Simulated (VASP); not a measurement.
Crystal: In2TeS.

```
In Te S
1.0
     3.95255    0.00000    0.00000
    -1.97628    3.42301    0.00000
     0.00000    0.00000    8.31415
In Te S
2 1 1
Direct
  0.66667 0.33333 0.25605
  0.66667 0.33333 0.74395
  0.00000 0.00000 0.00000
  0.66667 0.33333 0.00000
```

| Property | Result |
| --- | --- |
| Program | VASP 6.6.1 |
| Task | relaxation of cell and atoms |
| Functional | PBE |
| Potentials or basis | VASP PAW PBE potentials, release 64 (In_d, Te, S) |
| Cutoff | 600 eV |
| k mesh | 6 × 6 × 2 |
| Occupations | gaussian, width 0.1 eV |
| Spin | no spin polarisation |

At the start: pressure 35.3 GPa; volume 28.12 Å³/atom.

Q: Where does the relaxation end?

A: Over 22 steps the energy falls by 1676.0 meV/atom and the volume is 58.17 Å³/atom (+106.9 %); space group P-6m2 (No. 187, to 0.05 Å).

Step by step:
```tsv
step	energy change (eV)	largest force (eV/Å)	pressure (GPa)	volume (Å³)
1	0.0000	8.7327	35.35	112.49
2	-5.1051	0.4032	-2.54	244.60
3	-6.0804	0.2258	1.23	172.87
4	-6.0817	0.2663	0.90	175.30
5	-6.2946	0.2760	-0.10	183.03
6	-6.4965	0.3885	-0.50	193.50
7	-6.6025	0.2794	-0.07	212.69
8	-6.6238	0.4083	-0.45	206.44
9	-6.6250	0.4031	-0.42	207.17
10	-6.6354	0.0394	0.46	201.67
11	-6.6398	0.1833	0.13	203.55
12	-6.6499	0.1540	0.16	204.11
13	-6.6688	0.0676	0.28	205.73
14	-6.6683	0.1093	0.66	208.77
15	-6.6738	0.0349	0.48	207.45
16	-6.6827	0.0649	0.22	211.97
17	-6.6860	0.1669	-0.04	216.98
18	-6.6953	0.1120	-0.01	221.09
19	-6.7030	0.0554	0.11	229.56
20	-6.7032	0.0047	0.09	227.80
21	-6.7033	0.0230	0.10	228.47
22	-6.7042	0.0261	-0.05	232.69
```

Final structure:
```
In Te S
1.0
     5.23751    0.00000    0.00000
    -2.61875    4.53581    0.00000
     0.00000    0.00000    9.79474
In Te S
2 1 1
Cartesian
  2.6188 1.5119 2.5329
  2.6188 1.5119 7.2618
  0.0000 0.0000 0.0000
  2.6188 1.5119 0.0000
```

Caveat: the k points lie up to 0.32 Å⁻¹ apart in the final cell; the volume moved by over 15 % at a fixed basis, so the end points are rough.
